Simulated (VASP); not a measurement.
The system is Ga.

```
CELL_PARAMETERS angstrom
-1.68099 1.68099 1.68099
1.68099 -1.68099 1.68099
1.68099 1.68099 -1.68099
ATOMIC_POSITIONS crystal
Ga 0.00000 0.00000 0.00000
```

* Program: VASP 6.6.1
* Task: relaxation of cell and atoms
* Functional: PBEsol
* Potentials or basis: VASP PAW PBE potentials, release 64 (Ga_d)
* Cutoff: 600 eV
* k mesh: 18 × 18 × 18
* Occupations: fermi-dirac, width 0.1 eV
* Spin: no spin polarisation

At the start: pressure -2.9 GPa; volume 19.00 Å³/atom.

Task: How do energy, volume and symmetry change on relaxing?

Result: Over 7 steps the energy falls by 9.8 meV/atom and the volume is 17.96 Å³/atom (-5.5 %); space group Im-3m (No. 229, to 0.05 Å).

The path:
| step | energy change (eV) | largest force (eV/Å) | pressure (GPa) | volume (Å³) |
| --- | --- | --- | --- | --- |
| 1 | 0.0000 | 0.0000 | -2.89 | 19.00 |
| 2 | -0.0097 | 0.0000 | -0.61 | 18.07 |
| 3 | -0.0094 | 0.0000 | 1.00 | 17.76 |
| 4 | -0.0098 | 0.0000 | -0.21 | 17.95 |
| 5 | -0.0098 | 0.0000 | 0.28 | 17.90 |
| 6 | -0.0098 | 0.0000 | 0.09 | 17.93 |
| 7 | -0.0098 | 0.0000 | 0.00 | 17.96 |

Final structure:
```yaml
crystal:
  lattice:
    - [-1.64969, 1.64969, 1.64969]
    - [1.64969, -1.64969, 1.64969]
    - [1.64969, 1.64969, -1.64969]
  atoms:
    - { symbol: Ga, position: [0.00000, 0.00000, 0.00000] }
```

Caveat: the PAW data sets were made with another functional, which shifts forces and pressure a little.
